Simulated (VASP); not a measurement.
Wanted: the native input for a VASP 6.6.1 run.

- Task: single point
- Functional: LDA
- Potentials or basis: VASP PAW LDA potentials, release 64 (Li_sv, Cl)
- Cutoff: 750 eV
- k mesh: 8 × 8 × 8
- Occupations: gaussian, width 0.01 eV
- Spin: no spin polarisation
- Dipole correction: no
- Further INCAR settings: ALGO = Normal; EDIFF = 1e-06; NBANDS = 12

The structure of LiCl lies in POSCAR:

```
LiCl
1.0
    0.0000000000      2.5647700000      2.5647700000
    2.5647700000      0.0000000000      2.5647700000
    2.5647700000      2.5647700000      0.0000000000
Li Cl
1 1
Direct
    0.0000000000      0.0000000000      0.0000000000
    0.5000000000      0.5000000000      0.5000000000
```

These files were run (other wordings do the same):

INCAR

```
PREC = Accurate
ENCUT = 750
EDIFF = 1E-6
ISMEAR = 0
SIGMA = 0.01
LREAL = False
LASPH = True
NELM = 120
ALGO = Normal
ISIF = 2
LWAVE = False
LCHARG = True
GGA = CA
LELF = True
LVHAR = True
NBANDS = 12
GGA_COMPAT = False
```

KPOINTS

```
regular mesh
0
Gamma
  8 8 8
```

Potentials or basis: VASP PAW LDA potentials, release 64 (Li_sv, Cl).

Launch:

```sh
$ cat potpaw_LDA.64/Li_sv/POTCAR potpaw_LDA.64/Cl/POTCAR > POTCAR
$ mpirun -np 1 vasp_std > vasp.out
```

Results of the run:

```
Pressure               : -3.3 GPa
Band gap on the k mesh : 6.00 eV, direct
```

It took 8.3 s on 1 thread of Intel(R) Xeon(R) Platinum 8559C (Emerald Rapids), with other jobs on the host, peak memory 0.15 GiB.
